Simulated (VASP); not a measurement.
**Sc: single point with LDA**

Crystal: Sc.

```
CELL_PARAMETERS angstrom
3.29773 0.00000 0.00000
-1.64887 2.85592 0.00000
0.00000 0.00000 5.25038
ATOMIC_POSITIONS crystal
Sc 0.33333 0.66667 0.25000
Sc 0.66667 0.33333 0.75000
```

This cell differs from its parent crystal: volume scaled by 0.99.

```json
{
 "Program": "VASP 6.6.1",
 "Task": "single point",
 "Functional": "LDA",
 "Potentials or basis": "VASP PAW LDA potentials, release 64 (Sc_sv)",
 "Cutoff": "520 eV",
 "k mesh": "13 × 13 × 7",
 "Occupations": "fermi-dirac, width 0.03 eV",
 "Spin": "no spin polarisation",
 "Dipole correction": "no",
 "Further INCAR settings": "ALGO = Normal; EDIFF = 1e-06; NBANDS = 18"
}
```

```json
{
  "Pressure": "-4.8 GPa",
  "Band gap on the k mesh": "zero (band 11 reaches 4.16 eV, above the bottom of band 12 at 2.95 eV)"
}
```

Stress tensor (GPa, compression positive):
```
-4.19  0.00  0.00
 0.00 -4.19  0.00
 0.00  0.00 -6.05
```

Levels at points of the mesh, in eV from the Fermi level:
| k point | band 9 | band 10 | band 11 | band 12 | band 13 | band 14 |
| --- | --- | --- | --- | --- | --- | --- |
| (0.00, 0.00, 0.00) | -5.08 | -1.69 | 0.54 | 1.54 | 1.54 | 1.66 |

It took 36 s on 1 thread of Intel(R) Xeon(R) Platinum 8488C (Sapphire Rapids), on a shared host, peak memory 0.19 GiB.
